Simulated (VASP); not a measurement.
# Rb (I4/mmm) in VASP: elastic constants with LDA

Aim: the elastic constants of Rb with LDA.

All numbers are computed with VASP 6.6.1; they aren't measurements. Logs are shortened: lines on timing, memory, paths and dates and some standing lists are left out, and cuts for length are marked.

**1. The cell of the first run**

Symmetry: I4/mmm, No. 139, tetragonal system. The conventional cell has a = 5.909 Å, b = 5.909 Å, c = 5.462 Å, α = 90.00°, β = 90.00°, γ = 90.00°.

**2. Elastic constants, LDA**

Input file INCAR:

```
SYSTEM = Rb
PREC = Accurate
ENCUT = 500
EDIFF = 1E-8
ISMEAR = -1
SIGMA = 0.01
LREAL = .FALSE.
LASPH = .TRUE.
NELM = 120
ALGO = Normal
ISIF = 3
LWAVE = .FALSE.
LCHARG = .TRUE.
NBANDS = 10
IBRION = 6
NFREE = 2
POTIM = 0.015
NSW = 1
GGA_COMPAT = .FALSE.
```

Input file KPOINTS:

```
Automatic mesh
0
G
  4 4 4
  0 0 0
```

Input file POSCAR:

```
Rb
1.0
   -2.9545118600      2.9545118600      2.7308451950
    2.9545118600     -2.9545118600      2.7308451950
    2.9545118600      2.9545118600     -2.7308451950
Rb
1
Direct
    0.0000000000      0.0000000000      0.0000000000
```

Potentials or basis: VASP PAW LDA potentials, release 64 (Rb_sv).

Launch:

```
$ cat potpaw_LDA.64/Rb_sv/POTCAR > POTCAR
$ mpirun -np 1 vasp_std > vasp.out
```

OUTCAR:

```text
SYSTEM = Rb
   PREC = Accurate
   ENCUT = 500
   EDIFF = 1E-8
   ISMEAR = -1
   LREAL = .FALSE.
   LASPH = .TRUE.
   NELM = 120
   ISIF = 3
   IBRION = 6
   NFREE = 2
   POTIM = 0.015
   NSW = 1

 ion  position               nearest neighbor table
   1  0.000  0.000  0.000-

  LATTYP: Found a body centered tetragonal cell.
 ALAT       =     5.9090237200
 C/A-ratio  =     0.9242965757

  Lattice vectors:

 A1 = (  -2.9545118600,   2.9545118600,   2.7308451950)
 A2 = (   2.9545118600,  -2.9545118600,   2.7308451950)
 A3 = (   2.9545118600,   2.9545118600,  -2.7308451950)

Analysis of symmetry for initial positions (statically):
=====================================================================
 Subroutine PRICEL returns:
 Original cell was already a primitive cell.

 Routine SETGRP: Setting up the symmetry group for a
 body centered tetragonal supercell.

 Subroutine GETGRP returns: Found 16 space group operations
 (whereof 16 operations were pure point group operations)
 out of a pool of 16 trial point group operations.

The static configuration has the point symmetry D_4h.

Analysis of symmetry for dynamics (positions and initial velocities):
=====================================================================
 Subroutine PRICEL returns:
 Original cell was already a primitive cell.

 Routine SETGRP: Setting up the symmetry group for a
 body centered tetragonal supercell.

 Subroutine GETGRP returns: Found 16 space group operations
 (whereof 16 operations were pure point group operations)
 out of a pool of 16 trial point group operations.

The dynamic configuration has the point symmetry D_4h.

 Subroutine INISYM returns: Found 16 space group operations
 (whereof 16 operations are pure point group operations),
 and found     1 'primitive' translations

----------------------------------------------------------------------------------------

                                     Primitive cell

  volume of cell :      95.3517

[... 230 lines left out ...]

------------------------ aborting loop because EDIFF is reached ----------------------------------------
[... 65 lines left out ...]
--------------------------------------- Ionic step       17  -------------------------------------------

 number of electron       9.0000000 magnetization

 Free energy of the ion-electron system (eV)
  ---------------------------------------------------
  ext. energy  EPLUGINS =         0.00000000
  ---------------------------------------------------
  free energy    TOTEN  =        -0.97167651 eV

  energy without entropy =       -0.96926335  energy(sigma->0) =       -0.97046993

 E-fermi :  -0.3506     XC(G=0):  -5.5598

 val. band max:       -0.3652353860   @ k =   0.5000   0.2500  -0.0000
 cond. band min:      -0.2328967715   @ k =   0.2500   0.2500  -0.0000
 fundamental gap:      0.1323386145
 Fermi energy:        -0.3505722716

 k-point     1 :       0.0000    0.0000    0.0000
  band No.  band energies     occupation
      1     -29.1290      2.00000
      2     -13.2341      2.00000
      3     -13.2341      2.00000
      4     -13.2330      2.00000
      5      -2.2246      2.00000
      6       2.9870      0.00000
      7       3.3816      0.00000
      8       3.3816      0.00000
      9       3.8935      0.00000
     10       4.4344      0.00000
[... 182 lines left out ...]
  FREE ENERGIE OF THE ION-ELECTRON SYSTEM (eV)
  ---------------------------------------------------
  free  energy   TOTEN  =        -0.9716765138 eV

  energy  without entropy=       -0.9692633476  energy(sigma->0) =       -0.97046993

 INTERNAL STRAIN TENSORS FROM STRAINED CELLS
 ============================================

 INTERNAL STRAIN TENSOR FOR ION    1 for displacements in x,y,z  (eV/Angst):
          X           Y           Z          XY          YZ          ZX
  --------------------------------------------------------------------------------
  x     0.00000    -0.00000     0.00000     0.00000     0.00000     0.00000
  y     0.00000     0.00000    -0.00000     0.00000     0.00000    -0.00000
  z     0.00000    -0.00000    -0.00000     0.00000     0.00000    -0.00000

 INTERNAL STRAIN TENSORS FROM DISPLACED ATOMS
 ============================================

 INTERNAL STRAIN TENSOR FOR ION    1 for displacements in x,y,z  (eV/Angst):
          X           Y           Z          XY          YZ          ZX
  --------------------------------------------------------------------------------
  x     0.00000     0.00000     0.00000     0.00000     0.00000     0.00000
  y     0.00000     0.00000     0.00000     0.00000     0.00000     0.00000
  z     0.00000     0.00000     0.00000     0.00000     0.00000     0.00000

 Eigenvectors and eigenvalues of the dynamical matrix
 ----------------------------------------------------

   1 f  =    0.000000 THz     0.000000 2PiTHz    0.000000 cm-1     0.000000 meV
             X         Y         Z           dx          dy          dz
      0.000000  0.000000  0.000000     0.000000    0.000000    1.000000

   2 f/i=    0.000000 THz     0.000000 2PiTHz    0.000000 cm-1     0.000000 meV
             X         Y         Z           dx          dy          dz
      0.000000  0.000000  0.000000    -0.857039    0.515252    0.000000

   3 f/i=    0.000000 THz     0.000000 2PiTHz    0.000000 cm-1     0.000000 meV
             X         Y         Z           dx          dy          dz
      0.000000  0.000000  0.000000    -0.515252   -0.857039    0.000000

--------------------------------------------------------------------------------------------------------

 ELASTIC MODULI CONTR FROM IONIC RELAXATION (kBar)
 Direction    XX          YY          ZZ          XY          YZ          ZX
 --------------------------------------------------------------------------------
 XX           0.0000      0.0000      0.0000      0.0000      0.0000      0.0000
 YY           0.0000      0.0000      0.0000      0.0000      0.0000      0.0000
 ZZ           0.0000      0.0000      0.0000      0.0000      0.0000      0.0000
 XY           0.0000      0.0000      0.0000      0.0000      0.0000      0.0000
 YZ           0.0000      0.0000      0.0000      0.0000      0.0000      0.0000
 ZX           0.0000      0.0000      0.0000      0.0000      0.0000      0.0000
 --------------------------------------------------------------------------------

 TOTAL ELASTIC MODULI (kBar)
 Direction    XX          YY          ZZ          XY          YZ          ZX
 --------------------------------------------------------------------------------
 XX         -23.8949     76.0311     10.6298      0.0000     -0.0000      0.0000
 YY          76.0311    -23.8949     10.6298      0.0000      0.0000      0.0000
 ZZ          10.6298     10.6298     41.1910      0.0000     -0.0000      0.0000
 XY           0.0000      0.0000      0.0000    -76.6572      0.0000      0.0000
 YZ          -0.0000      0.0000     -0.0000      0.0000    -58.8476      0.0000
 ZX           0.0000      0.0000      0.0000      0.0000      0.0000    -58.8476
 --------------------------------------------------------------------------------
```

OSZICAR:

```text
N       E                     dE             d eps       ncg     rms          rms(c)
DAV:   1     0.396849205080E+02    0.39685E+02   -0.31880E+03   260   0.637E+02
DAV:   2     0.162418546625E+01   -0.38061E+02   -0.37388E+02   282   0.122E+02
DAV:   3    -0.847692844884E+00   -0.24719E+01   -0.24664E+01   348   0.310E+01
[... 180 lines left out ...]
DAV:   3    -0.971676208706E+00   -0.81099E-04   -0.82003E-04   384   0.141E-01    0.895E-03
DAV:   4    -0.971676422524E+00   -0.21382E-06   -0.11722E-05   286   0.194E-02    0.315E-03
DAV:   5    -0.971676606042E+00   -0.18352E-06   -0.20351E-06   390   0.832E-03    0.204E-03
DAV:   6    -0.971676516849E+00    0.89193E-07   -0.29008E-07   298   0.371E-03    0.506E-04
DAV:   7    -0.971676513788E+00    0.30616E-08   -0.82376E-08   386   0.172E-03
  17 F= -.97167651E+00 E0= -.97046993E+00  d E =-.241317E-02
```

It took 4 min on 1 thread of AMD EPYC 7R43 (Zen 3), shared host; peak memory 0.17 GiB.

Results:

```yaml
Voigt_bulk_modulus: 2 GPa
```

Elastic tensor in Voigt notation (GPa, in the Cartesian axes of the cell as first typed):
```
-2  8  1  0  0  0
 8 -2  1  0  0  0
 1  1  4  0  0  0
 0  0  0 -6  0  0
 0  0  0  0 -6  0
 0  0  0  0  0 -8
```

Clamped-ion elastic tensor (GPa):
```
-2  8  1  0  0  0
 8 -2  1  0  0  0
 1  1  4  0  0  0
 0  0  0 -6  0  0
 0  0  0  0 -6  0
 0  0  0  0  0 -8
```

Caveat: the k points lie up to 0.39 Å⁻¹ apart; the elastic tensor has a negative eigenvalue, so either the cell is unstable as it stands or the mesh is too thin.
